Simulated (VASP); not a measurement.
# Bi (Fm-3m) in VASP: single point with PBE

Aim: the single point of Bi with PBE.

Program: VASP 6.6.1. These are calculated values, not measurements. Logs are shortened: lines on timing, memory, paths and dates and some standing lists are left out, and cuts for length are marked.

**1. The cell of the first run**

It takes space group Fm-3m (No. 225, cubic). Conventional cell: a = 5.290 Å, b = 5.290 Å, c = 5.290 Å, α = 90.00°, β = 90.00°, γ = 90.00°. Within 4.9 Å of Bi (site symmetry m-3m) lie 12 Bi at 3.74 Å.

**2. Single point, PBE (N replaced by Bi, lengths x 1.651, strained)**

INCAR reads:

```
ALGO     = Normal         # electronic algorithm
EDIFF    = 1E-6           # SCF threshold, eV
ENCUT    = 500            # plane-wave cutoff, eV
GGA      = PE             # functional
GGA_COMPAT= F            
ISIF     = 2              # what is computed and relaxed
ISMEAR   = 0              # smearing method
LASPH    = T              # aspherical terms in the spheres
LCHARG   = F              # write CHGCAR
LREAL    = F              # projectors in reciprocal space
LWAVE    = F              # write WAVECAR
NBANDS   = 14             # bands
NELM     = 120            # most SCF steps
PREC     = Accurate       # precision mode
SIGMA    = 0.1            # smearing width, eV
```

KPOINTS reads:

```
k-points
0
Gamma
  6 6 6
```

POSCAR reads:

```
Bi
1.0
    0.0000000000      2.6451078355      2.6451078355
    2.6451078355      0.0000000000      2.6451078355
    2.6451078355      2.6451078355      0.0000000000
Bi
1
Direct
    0.0000000000      0.0000000000      0.0000000000
```

Potentials or basis: VASP PAW PBE potentials, release 64 (Bi_d).

Launch:

```bash
> cat potpaw_PBE.64/Bi_d/POTCAR > POTCAR
> mpirun -np 1 vasp_std > vasp.out
```

OUTCAR:

```text
EDIFF = 1E-6
   ENCUT = 500
   GGA = PE
   ISIF = 2
   ISMEAR = 0
   LASPH = T
   LREAL = F
   NELM = 120
   PREC = Accurate

 ion  position               nearest neighbor table
   1  0.000  0.000  0.000-

  LATTYP: Found a face centered cubic cell.
 ALAT       =     5.2902156710

  Lattice vectors:

 A1 = (   0.0000000000,   2.6451078355,   2.6451078355)
 A2 = (   2.6451078355,   0.0000000000,   2.6451078355)
 A3 = (   2.6451078355,   2.6451078355,   0.0000000000)

Analysis of symmetry for initial positions (statically):
=====================================================================
 Subroutine PRICEL returns:
 Original cell was already a primitive cell.

 Routine SETGRP: Setting up the symmetry group for a
 face centered cubic supercell.

 Subroutine GETGRP returns: Found 48 space group operations
 (whereof 48 operations were pure point group operations)
 out of a pool of 48 trial point group operations.

The static configuration has the point symmetry O_h .

Analysis of symmetry for dynamics (positions and initial velocities):
=====================================================================
 Subroutine PRICEL returns:
 Original cell was already a primitive cell.

 Routine SETGRP: Setting up the symmetry group for a
 face centered cubic supercell.

 Subroutine GETGRP returns: Found 48 space group operations
 (whereof 48 operations were pure point group operations)
 out of a pool of 48 trial point group operations.

The dynamic configuration has the point symmetry O_h .

 Subroutine INISYM returns: Found 48 space group operations
 (whereof 48 operations are pure point group operations),
 and found     1 'primitive' translations

----------------------------------------------------------------------------------------

                                     Primitive cell

  volume of cell :      37.0135

  direct lattice vectors                    reciprocal lattice vectors
     0.000000000  2.645107836  2.645107836    -0.189028210  0.189028210  0.189028210
     2.645107836  0.000000000  2.645107836     0.189028210 -0.189028210  0.189028210
     2.645107836  2.645107836  0.000000000     0.189028210  0.189028210 -0.189028210

  length of vectors
     3.740747375  3.740747375  3.740747375     0.327406464  0.327406464  0.327406464

  position of ions in fractional coordinates (direct lattice)
     0.000000000  0.000000000  0.000000000

  ion indices of the primitive-cell ions
   primitive index   ion index
                 1           1

----------------------------------------------------------------------------------------

 KPOINTS: k-points

Automatic generation of k-mesh.
 Grid dimensions read from file:
 generate k-points for:    6    6    6

 Generating k-lattice:

  Cartesian coordinates                     Fractional coordinates (reciprocal lattice)
    -0.031504702  0.031504702  0.031504702     0.166666667  0.000000000  0.000000000
     0.031504702 -0.031504702  0.031504702     0.000000000  0.166666667  0.000000000
     0.031504702  0.031504702 -0.031504702     0.000000000  0.000000000  0.166666667

  Length of vectors
     0.054567744  0.054567744  0.054567744

  Shift w.r.t. Gamma in fractional coordinates (k-lattice)
     0.000000000  0.000000000  0.000000000

 Subroutine IBZKPT returns following result:
 ===========================================

 Found     16 irreducible k-points:

 Following reciprocal coordinates:
            Coordinates               Weight
  0.000000  0.000000  0.000000      1.000000
  0.166667  0.000000  0.000000      8.000000
  0.333333  0.000000  0.000000      8.000000
  0.500000  0.000000  0.000000      4.000000
  0.166667  0.166667  0.000000      6.000000
  0.333333  0.166667  0.000000     24.000000
[... 8 lines left out ...]
 -0.333333  0.333333  0.166667     24.000000
 -0.333333  0.500000  0.166667     12.000000
   k-points           NKPTS =     16   k-points in BZ     NKDIM =     16   number of bands    NBANDS=     14
   number of dos      NEDOS =    301   number of ions     NIONS =      1
   total plane-waves  NPLWV =  21952
   dimension x,y,z NGX =    28 NGY =   28 NGZ =   28
   dimension x,y,z NGXF=    56 NGYF=   56 NGZF=   56
   ions per type =               1
   NGX,Y,Z   is equivalent  to a cutoff of  12.44, 12.44, 12.44 a.u.
   NGXF,Y,Z  is equivalent  to a cutoff of  24.89, 24.89, 24.89 a.u.
 SYSTEM =  unknown system
   PREC   = accura    normal or accurate (medium, high low for compatibility)
   ISTART =      0    job   : 0-new  1-cont  2-samecut
   ICHARG =      2    charge: 1-file 2-atom 10-const
   ISPIN  =      1    spin polarized calculation?
   LNONCOLLINEAR =      F non collinear calculations
   LSORBIT =      F    spin-orbit coupling
   LASPH  =      T    aspherical Exc in radial PAW
   ENCUT  =  500.0 eV  36.75 Ry    6.06 a.u.   6.82  6.82  6.82*2*pi/ulx,y,z
   NELM   =    120;   NELMIN=  2; NELMDL= -5     # of ELM steps
   EDIFF  = 0.1E-05   stopping-criterion for ELM
   LREAL  =      F    real-space projection
   EDIFFG = 0.1E-04   stopping-criterion for IOM
   NSW    =      0    number of steps for IOM
   IBRION =     -1    ionic relax: 0-MD 1-quasi-New 2-CG
   NFREE  =      0    steps in history (QN), initial steepest desc. (CG)
   ISIF   =      2    stress and relaxation
   ISYM   =      2    0-nonsym 1-usesym 2-fastsym
   POTIM  = 0.5000    time-step for ionic-motion
   TEBEG  =    0.0;   TEEND  =   0.0 temperature during run
   PSTRESS=    0.0 pullay stress
   NELECT =      15.0000    total number of electrons
   NUPDOWN=      -1.0000    fix difference up-down
   EMIN   =  10.00;   EMAX   =-10.00  energy-range for DOS
   EFERMI =   0.00;   METHOD = LEGACY
   ISMEAR =     0;   SIGMA  =   0.10  broadening in eV -4-tet -1-fermi 0-gaus
   EFERMI_NEDOS =   21; number of points for ismear=-14 and -15
   IALGO  =     38    algorithm
   IMIX   =      4    mixing-type and parameters
     AMIX     =   0.40;   BMIX     =  1.00
     AMIX_MAG =   1.60;   BMIX_MAG =  1.00
  volume/ion in A,a.u.               =      37.01       249.78
  Fermi-wavevector in a.u.,A,eV,Ry     =   1.211486  2.289377 19.969261  1.467699
  Thomas-Fermi vector in A             =   2.347000
   LORBIT       =      0    0 simple, 1 ext, 2 COOP (PROOUT), +10 PAW based schemes
   GGA     = PE    functional components
   LHFCALC =     F    Hartree Fock is set to
   AEXX    =    0.0000 exact exchange contribution
   IVDW    =     0    specifies the selected vdW correction
   LEPSILON=     F    determine dielectric tensor
   LRPA    =     F    only Hartree local field effects (RPA)
 non-spin polarized calculation
 Gauss-broadening in eV      SIGMA  =   0.10
  energy-cutoff  :      500.00
  volume of cell :       37.01
 maximum number of plane-waves:       960
   NGX = 13   NGY = 13   NGZ = 13

 number of electron      14.9999997 magnetization

 Free energy of the ion-electron system (eV)
  ---------------------------------------------------
  ext. energy  EPLUGINS =         0.00000000
  ---------------------------------------------------
  free energy    TOTEN  =        -3.63630303 eV

  energy without entropy =       -3.63000718  energy(sigma->0) =       -3.63315511

 E-fermi :   6.1985     XC(G=0):  -9.4968

 val. band max:        6.1775076567   @ k =  -0.3333   0.1667   0.0000
 cond. band min:       6.3290163941   @ k =   0.5000   0.5000   0.0000
 fundamental gap:      0.1515087374
 Fermi energy:         6.1984937952

 k-point     1 :       0.0000    0.0000    0.0000
  band No.  band energies     occupation
      1     -17.0350      2.00000
      2     -17.0350      2.00000
      3     -17.0350      2.00000
      4     -16.9990      2.00000
      5     -16.9990      2.00000
      6      -6.5541      2.00000
      7       9.8631      0.00000
      8       9.8631      0.00000
      9       9.8631      0.00000
     10      12.9972      0.00000
     11      15.1110      0.00000
     12      15.9761      0.00000
     13      15.9761      0.00000
     14      15.9761      0.00000

 k-point     2 :       0.1667    0.0000    0.0000
  band No.  band energies     occupation
      1     -17.0324      2.00000
      2     -17.0266      2.00000
      3     -17.0266      2.00000
      4     -16.9961      2.00000
      5     -16.9961      2.00000
      6      -6.1834      2.00000
      7       6.8097      0.00000
      8       9.4981      0.00000
      9       9.4981      0.00000
     10      13.2767      0.00000
     11      15.7889      0.00000
     12      16.4626      0.00000
     13      16.4626      0.00000
     14      17.0721      0.00000

 k-point     3 :       0.3333    0.0000    0.0000
  band No.  band energies     occupation
      1     -17.0280      2.00000
      2     -17.0275      2.00000
      3     -17.0275      2.00000
      4     -16.9725      2.00000
      5     -16.9725      2.00000
      6      -5.2189      2.00000
      7       3.2792      2.00000
      8       8.9089      0.00000
      9       8.9089      0.00000
     10      12.5588      0.00000
     11      15.3076      0.00000
     12      15.5492      0.00000
     13      15.5492      0.00000
     14      19.1817      0.00000
[... 188 lines left out ...]
 k-point    15 :      -0.3333    0.3333    0.1667
  band No.  band energies     occupation
      1     -17.0301      2.00000
      2     -17.0159      2.00000
      3     -16.9919      2.00000
      4     -16.9857      2.00000
      5     -16.9557      2.00000
      6      -3.9529      2.00000
      7       2.8506      2.00000
      8       4.6346      2.00000
      9       6.4488      0.00040
     10      13.2880      0.00000
     11      14.8691      0.00000
     12      17.4361      0.00000
     13      17.7854      0.00000
     14      20.2528      0.00000

 k-point    16 :      -0.3333    0.5000    0.1667
  band No.  band energies     occupation
      1     -17.0422      2.00000
      2     -17.0289      2.00000
      3     -16.9786      2.00000
      4     -16.9751      2.00000
      5     -16.9461      2.00000
      6      -3.7284      2.00000
      7       2.9794      2.00000
      8       4.7533      2.00000
      9       5.4095      2.00000
     10      12.5174      0.00000
     11      13.7134      0.00000
     12      18.0986      0.00000
     13      18.4759      0.00000
     14      23.0966      0.00000

------------------------ aborting loop because EDIFF is reached ----------------------------------------

  FORCE on cell =-STRESS in cart. coord.  units (eV):
  Direction    XX          YY          ZZ          XY          YZ          ZX
  --------------------------------------------------------------------------------------
  -------------------------------------------------------------------------------------
  Total       -1.3821146     -1.3821146     -1.3821146     -0.0000000      0.0000000      0.0000000
  in kB      -59.8266256    -59.8266256    -59.8266256     -0.0000000      0.0000000      0.0000000
  external PRESSURE =     -59.8266256 kB  Pullay stress =       0.0000000 kB

 VOLUME and BASIS-vectors are now :
 -----------------------------------------------------------------------------
  energy-cutoff  :      500.00
  volume of cell :       37.01
      direct lattice vectors                 reciprocal lattice vectors
     0.000000000  2.645107836  2.645107836    -0.189028210  0.189028210  0.189028210
     2.645107836  0.000000000  2.645107836     0.189028210 -0.189028210  0.189028210
     2.645107836  2.645107836  0.000000000     0.189028210  0.189028210 -0.189028210

 POSITION                                       TOTAL-FORCE (eV/Angst)
 -----------------------------------------------------------------------------------
      0.00000      0.00000      0.00000        -0.000000      0.000000     -0.000000
 -----------------------------------------------------------------------------------
    total drift:                               -0.000000     -0.000000     -0.000000

  FREE ENERGIE OF THE ION-ELECTRON SYSTEM (eV)
  ---------------------------------------------------
  free  energy   TOTEN  =        -3.6363030313 eV

  energy  without entropy=       -3.6300071797  energy(sigma->0) =       -3.63315511
```

Run time: 4.7 s. Hardware: 1 thread of AMD EPYC 9R45 (Zen 5), shared host; peak memory 0.12 GiB.

What came out:

- Free energy: -3.6363 eV
- Pressure: -6.0 GPa

Caveat: the cell differs from its parent crystal (N replaced by Bi, lengths x 1.651, strained); spin-orbit coupling is left out, which moves the levels of the heavy elements.
